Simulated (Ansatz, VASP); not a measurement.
# One calculation of TiAl, two programs

The input INCAR:

```
SYSTEM = TiAl
PREC     = Accurate       ! precision mode
ENCUT    = 520            ! plane-wave cutoff, eV
EDIFF    = 1E-7           ! SCF threshold, eV
ISMEAR   = 0              ! smearing method
SIGMA    = 0.15           ! smearing width, eV
LREAL    = .False.        ! projectors in reciprocal space
LASPH    = .True.         ! aspherical terms in the spheres
NELM     = 80             ! most SCF steps
ALGO     = Fast           ! electronic algorithm
ISIF     = 2              ! what is computed and relaxed
LWAVE    = .False.        ! write WAVECAR
LCHARG   = .True.         ! write CHGCAR
GGA      = PS             ! functional
LELF     = .True.         ! ELF
LVHAR    = .True.       
NBANDS   = 14             ! bands
```

KPOINTS

```
Automatic mesh
0
Gamma
  22 22 22
  0 0 0
```

POSCAR

```
TiAl
1.0
    3.0577689429      0.0000000000      0.0000000000
    0.0000000000      3.0577689429      0.0000000000
    0.0000000000      0.0000000000      3.3635458372
Ti Al
1 1
Direct
    0.0000000000      0.0000000000      0.0000000000
    0.5000000000      0.5000000000      0.5000000000
```

Input for Ansatz:

```yaml
crystal:
  lattice:
    - [3.0577689429, 0.0, 0.0]
    - [0.0, 3.0577689429, 0.0]
    - [0.0, 0.0, 3.3635458372]
  atoms:
    - { symbol: Ti, position: [0.0, 0.0, 0.0] }
    - { symbol: Al, position: [0.5, 0.5, 0.5] }
basis:
  ecutwfc: 420
kpoints:
  mp_grid: { grid: [22, 22, 22] }
hamiltonian:
  xc: pbesol
scf:
  occupations: { method: gaussian, width: 0.15 }
output:
  forces: true
  stress: true
  eigenvalues: true
```

Alike in both runs: task single point; functional PBEsol; k mesh 22 × 22 × 22; occupations gaussian, width 0.15 eV; no spin polarisation.

|  | VASP | Ansatz |
| --- | --- | --- |
| version | VASP 6.6.1 | Ansatz 0.2.0 |
| potentials or method | VASP PAW PBE potentials, release 64 (Ti_sv, Al), cutoff 520 eV | scalar-relativistic, plane waves, PAW |
| valence electrons in the cell | 15 | 15 |

```tsv
	VASP	Ansatz	Ansatz less VASP
gap on the k mesh at the Fermi level (eV)	none	none	-
pressure (GPa)	0.2	0.1	-0.05
traceless stress, the component that is largest in VASP (GPa)	4.69	4.70	+0.007
```

VASP's potentials were made for PBE, not for PBEsol. A gap of «none» marks a metal or a gap that the smearing closes.
